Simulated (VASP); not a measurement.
# Sb in VASP: single point with PBE

Aim: the single point of Sb with PBE.

Program: VASP 6.6.1. These are calculated values, not measurements. Logs are shortened: lines on timing, memory, paths and dates and some standing lists are left out, and cuts for length are marked.

**1. The cell of the first run**

The cell holds a slab with vacuum, 5 atoms: a = 3.388 Å, b = 3.388 Å, c = 25.583 Å, α = 90.00°, β = 90.00°, γ = 90.00°.

**2. Single point, PBE**

INCAR

```
ALGO = Normal
EDIFF = 1E-6
ENCUT = 520
GGA = PE
ISIF = 2
ISMEAR = -1
LASPH = True
LCHARG = False
LREAL = False
LWAVE = False
NBANDS = 20
NELM = 80
PREC = Accurate
SIGMA = 0.05
```

KPOINTS

```
k-points
0
Gamma
  10 10 1
```

POSCAR

```
Sb
1.0
    3.3880510169      0.0000000000      0.0000000000
    0.0000000000      3.3880510169      0.0000000000
    0.0000000000      0.0000000000     25.5829000000
Sb
5
Direct
    0.0000000000      0.0000000000      0.3208838908
    0.5000000000      0.5000000000      0.4030292352
    0.0000000000      0.0000000000      0.5000000004
    0.5000000000      0.5000000000      0.5969707660
    0.0000000000      0.0000000000      0.6791161076
```

Potentials or basis: VASP PAW PBE potentials, release 64 (Sb).

Started as:

```
$ cat potpaw_PBE.64/Sb/POTCAR > POTCAR
$ mpirun -np 1 vasp_std > vasp.out
```

OUTCAR:

```text
EDIFF = 1E-6
   ENCUT = 520
   GGA = PE
   ISIF = 2
   ISMEAR = -1
   LASPH = True
   LREAL = False
   NELM = 80
   PREC = Accurate

 ion  position               nearest neighbor table
   1  0.000  0.000  0.321-   2 3.19   2 3.19   2 3.19   2 3.19
   2  0.500  0.500  0.403-   1 3.19   1 3.19   1 3.19   1 3.19   3 3.45   3 3.45   3 3.45   3 3.45

   3  0.000  0.000  0.500-   2 3.45   2 3.45   2 3.45   2 3.45   4 3.45   4 3.45   4 3.45   4 3.45

   4  0.500  0.500  0.597-   5 3.19   5 3.19   5 3.19   5 3.19   3 3.45   3 3.45   3 3.45   3 3.45

   5  0.000  0.000  0.679-   4 3.19   4 3.19   4 3.19   4 3.19

  LATTYP: Found a simple tetragonal cell.
 ALAT       =     3.3880510169
 C/A-ratio  =     7.5509193552

  Lattice vectors:

 A1 = (   3.3880510169,   0.0000000000,   0.0000000000)
 A2 = (   0.0000000000,   3.3880510169,   0.0000000000)
 A3 = (   0.0000000000,   0.0000000000,  25.5829000000)

Analysis of symmetry for initial positions (statically):
=====================================================================
 Subroutine PRICEL returns:
 Original cell was already a primitive cell.

 Routine SETGRP: Setting up the symmetry group for a
 simple tetragonal supercell.

 Subroutine GETGRP returns: Found 16 space group operations
 (whereof 16 operations were pure point group operations)
 out of a pool of 16 trial point group operations.

The static configuration has the point symmetry D_4h.

Analysis of symmetry for dynamics (positions and initial velocities):
=====================================================================
 Subroutine PRICEL returns:
 Original cell was already a primitive cell.

 Routine SETGRP: Setting up the symmetry group for a
 simple tetragonal supercell.

 Subroutine GETGRP returns: Found 16 space group operations
 (whereof 16 operations were pure point group operations)
 out of a pool of 16 trial point group operations.

The dynamic configuration has the point symmetry D_4h.

 Subroutine INISYM returns: Found 16 space group operations
 (whereof 16 operations are pure point group operations),
 and found     1 'primitive' translations

----------------------------------------------------------------------------------------

                                     Primitive cell

  volume of cell :     293.6633

  direct lattice vectors                    reciprocal lattice vectors
     3.388051017  0.000000000  0.000000000     0.295154942  0.000000000  0.000000000
     0.000000000  3.388051017  0.000000000     0.000000000  0.295154942  0.000000000
     0.000000000  0.000000000 25.582900000     0.000000000  0.000000000  0.039088610

  length of vectors
     3.388051017  3.388051017 25.582900000     0.295154942  0.295154942  0.039088610

  position of ions in fractional coordinates (direct lattice)
     0.000000000  0.000000000  0.320883891
     0.500000000  0.500000000  0.403029235
     0.000000000  0.000000000  0.500000000
     0.500000000  0.500000000  0.596970766
     0.000000000  0.000000000  0.679116108

  ion indices of the primitive-cell ions
   primitive index   ion index
                 1           1
                 2           2
                 3           3
                 4           4
                 5           5

----------------------------------------------------------------------------------------

 KPOINTS: k-points

Automatic generation of k-mesh.
 Grid dimensions read from file:
 generate k-points for:   10   10    1

 Generating k-lattice:

  Cartesian coordinates                     Fractional coordinates (reciprocal lattice)
     0.029515494  0.000000000  0.000000000     0.100000000  0.000000000  0.000000000
     0.000000000  0.029515494  0.000000000     0.000000000  0.100000000  0.000000000
     0.000000000  0.000000000  0.039088610     0.000000000  0.000000000  1.000000000

  Length of vectors
     0.029515494  0.029515494  0.039088610

  Shift w.r.t. Gamma in fractional coordinates (k-lattice)
     0.000000000  0.000000000  0.000000000

 Subroutine IBZKPT returns following result:
 ===========================================

 Found     21 irreducible k-points:

 Following reciprocal coordinates:
            Coordinates               Weight
  0.000000  0.000000  0.000000      1.000000
  0.100000  0.000000  0.000000      4.000000
  0.200000  0.000000  0.000000      4.000000
  0.300000  0.000000  0.000000      4.000000
  0.400000  0.000000  0.000000      4.000000
  0.500000  0.000000  0.000000      2.000000
[... 13 lines left out ...]
  0.500000  0.400000  0.000000      4.000000
  0.500000  0.500000  0.000000      1.000000
   k-points           NKPTS =     21   k-points in BZ     NKDIM =     21   number of bands    NBANDS=     20
   number of dos      NEDOS =    301   number of ions     NIONS =      5
   total plane-waves  NPLWV = 150528
   dimension x,y,z NGX =    28 NGY =   28 NGZ =  192
   dimension x,y,z NGXF=    56 NGYF=   56 NGZF=  384
   ions per type =               5
   NGX,Y,Z   is equivalent  to a cutoff of  13.74, 13.74, 12.48 a.u.
   NGXF,Y,Z  is equivalent  to a cutoff of  27.48, 27.48, 24.95 a.u.
 SYSTEM =  unknown system
   PREC   = accura    normal or accurate (medium, high low for compatibility)
   ISTART =      0    job   : 0-new  1-cont  2-samecut
   ICHARG =      2    charge: 1-file 2-atom 10-const
   ISPIN  =      1    spin polarized calculation?
   LNONCOLLINEAR =      F non collinear calculations
   LSORBIT =      F    spin-orbit coupling
   LASPH  =      T    aspherical Exc in radial PAW
   ENCUT  =  520.0 eV  38.22 Ry    6.18 a.u.   6.30  6.30 47.57*2*pi/ulx,y,z
   NELM   =     80;   NELMIN=  2; NELMDL= -5     # of ELM steps
   EDIFF  = 0.1E-05   stopping-criterion for ELM
   LREAL  =      F    real-space projection
   EDIFFG = 0.1E-04   stopping-criterion for IOM
   NSW    =      0    number of steps for IOM
   IBRION =     -1    ionic relax: 0-MD 1-quasi-New 2-CG
   NFREE  =      0    steps in history (QN), initial steepest desc. (CG)
   ISIF   =      2    stress and relaxation
   ISYM   =      2    0-nonsym 1-usesym 2-fastsym
   POTIM  = 0.5000    time-step for ionic-motion
   TEBEG  =    0.0;   TEEND  =   0.0 temperature during run
   PSTRESS=    0.0 pullay stress
   NELECT =      25.0000    total number of electrons
   NUPDOWN=      -1.0000    fix difference up-down
   EMIN   =  10.00;   EMAX   =-10.00  energy-range for DOS
   EFERMI =   0.00;   METHOD = LEGACY
   ISMEAR =    -1;   SIGMA  =   0.05  broadening in eV -4-tet -1-fermi 0-gaus
   EFERMI_NEDOS =   21; number of points for ismear=-14 and -15
   IALGO  =     38    algorithm
   IMIX   =      4    mixing-type and parameters
     AMIX     =   0.40;   BMIX     =  1.00
     AMIX_MAG =   1.60;   BMIX_MAG =  1.00
  volume/ion in A,a.u.               =      58.73       396.35
  Fermi-wavevector in a.u.,A,eV,Ry     =   0.720175  1.360934  7.056697  0.518653
  Thomas-Fermi vector in A             =   1.809560
   LORBIT       =      0    0 simple, 1 ext, 2 COOP (PROOUT), +10 PAW based schemes
   GGA     = PE    functional components
   LHFCALC =     F    Hartree Fock is set to
   AEXX    =    0.0000 exact exchange contribution
   IVDW    =     0    specifies the selected vdW correction
   LEPSILON=     F    determine dielectric tensor
   LRPA    =     F    only Hartree local field effects (RPA)
 non-spin polarized calculation
  energy-cutoff  :      520.00
  volume of cell :      293.66
 maximum number of plane-waves:      7942
 NGX is ok and might be reduce to    28
   NGX = 13   NGY = 13   NGZ = 95

 number of electron      24.9999998 magnetization

 Free energy of the ion-electron system (eV)
  ---------------------------------------------------
  ext. energy  EPLUGINS =         0.00000000
  ---------------------------------------------------
  free energy    TOTEN  =       -18.78942399 eV

  energy without entropy =      -18.76194434  energy(sigma->0) =      -18.77568417

 E-fermi :   1.7108     XC(G=0):  -5.2810

 val. band max:        1.6873616565   @ k =   0.5000   0.2000   0.0000
 cond. band min:       1.7440918579   @ k =   0.2000   0.1000   0.0000
 fundamental gap:      0.0567302015
 Fermi energy:         1.7107806295

 k-point     1 :       0.0000    0.0000    0.0000
  band No.  band energies     occupation
      1     -11.1377      2.00000
      2     -10.8277      2.00000
      3      -9.3215      2.00000
      4      -7.5443      2.00000
      5      -6.3364      2.00000
      6      -2.3094      2.00000
[... 12 lines left out ...]
     19       5.6026      0.00000
     20       5.7764      0.00000

 k-point     2 :       0.1000    0.0000    0.0000
  band No.  band energies     occupation
      1     -11.0075      2.00000
      2     -10.6980      2.00000
      3      -9.2008      2.00000
      4      -7.4471      2.00000
      5      -6.2788      2.00000
      6      -2.2026      2.00000
[... 12 lines left out ...]
     19       5.6651      0.00000
     20       5.7122      0.00000

 k-point     3 :       0.2000    0.0000    0.0000
  band No.  band energies     occupation
      1     -10.6188      2.00000
      2     -10.3116      2.00000
      3      -8.8469      2.00000
      4      -7.1861      2.00000
      5      -6.1725      2.00000
      6      -2.0308      2.00000
[... 12 lines left out ...]
     19       5.8080      0.00000
     20       5.9917      0.00000

 k-point     4 :       0.3000    0.0000    0.0000
  band No.  band energies     occupation
      1      -9.9795      2.00000
      2      -9.6794      2.00000
      3      -8.2943      2.00000
      4      -6.9087      2.00000
      5      -6.2913      2.00000
      6      -2.8936      2.00000
[... 360 lines left out ...]
 k-point    20 :       0.5000    0.4000    0.0000
  band No.  band energies     occupation
      1      -6.4366      2.00000
      2      -6.3289      2.00000
      3      -6.1981      2.00000
      4      -6.0329      2.00000
      5      -5.8275      2.00000
      6      -2.6328      2.00000
[... 12 lines left out ...]
     19       2.1116      0.00066
     20       2.5678      0.00000

 k-point    21 :       0.5000    0.5000    0.0000
  band No.  band energies     occupation
      1      -6.0522      2.00000
      2      -5.9813      2.00000
      3      -5.7942      2.00000
      4      -5.6722      2.00000
      5      -5.5494      2.00000
      6      -3.1572      2.00000
[... 12 lines left out ...]
     19       1.6738      1.35374
     20       2.3464      0.00001

------------------------ aborting loop because EDIFF is reached ----------------------------------------

  FORCE on cell =-STRESS in cart. coord.  units (eV):
  Direction    XX          YY          ZZ          XY          YZ          ZX
  --------------------------------------------------------------------------------------
  -------------------------------------------------------------------------------------
  Total        0.1297751      0.1297751     -0.0863226      0.0000000      0.0000000      0.0000000
  in kB        0.7080313      0.7080313     -0.4709615      0.0000000      0.0000000      0.0000000
  external PRESSURE =       0.3150337 kB  Pullay stress =       0.0000000 kB

 VOLUME and BASIS-vectors are now :
 -----------------------------------------------------------------------------
  energy-cutoff  :      520.00
  volume of cell :      293.66
      direct lattice vectors                 reciprocal lattice vectors
     3.388051017  0.000000000  0.000000000     0.295154942  0.000000000  0.000000000
     0.000000000  3.388051017  0.000000000     0.000000000  0.295154942  0.000000000
     0.000000000  0.000000000 25.582900000     0.000000000  0.000000000  0.039088610

 POSITION                                       TOTAL-FORCE (eV/Angst)
 -----------------------------------------------------------------------------------
      0.00000      0.00000      8.20914        -0.000000      0.000000      0.007981
      1.69403      1.69403     10.31066         0.000000      0.000000      0.000570
      0.00000      0.00000     12.79145        -0.000000     -0.000000      0.000000
      1.69403      1.69403     15.27224        -0.000000      0.000000     -0.000570
      0.00000      0.00000     17.37376        -0.000000     -0.000000     -0.007981
 -----------------------------------------------------------------------------------
    total drift:                               -0.000000      0.000000     -0.000001

  FREE ENERGIE OF THE ION-ELECTRON SYSTEM (eV)
  ---------------------------------------------------
  free  energy   TOTEN  =       -18.7894239931 eV

  energy  without entropy=      -18.7619443389  energy(sigma->0) =      -18.77568417
```

Wall time 98 s (1 thread of Intel Xeon 6975P-C (Granite Rapids), shared host); peak memory 0.42 GiB.

What came out:

```yaml
Free_energy: -18.7894 eV
Largest_force: 0.008 eV/Å
```

Forces on the atoms (eV/Å):
```
Sb   0.000  0.000  0.008
Sb   0.000  0.000  0.001
Sb   0.000  0.000  0.000
Sb   0.000  0.000 -0.001
Sb   0.000  0.000 -0.008
```

Caveat: spin-orbit coupling is left out, which moves the levels of the heavy elements.
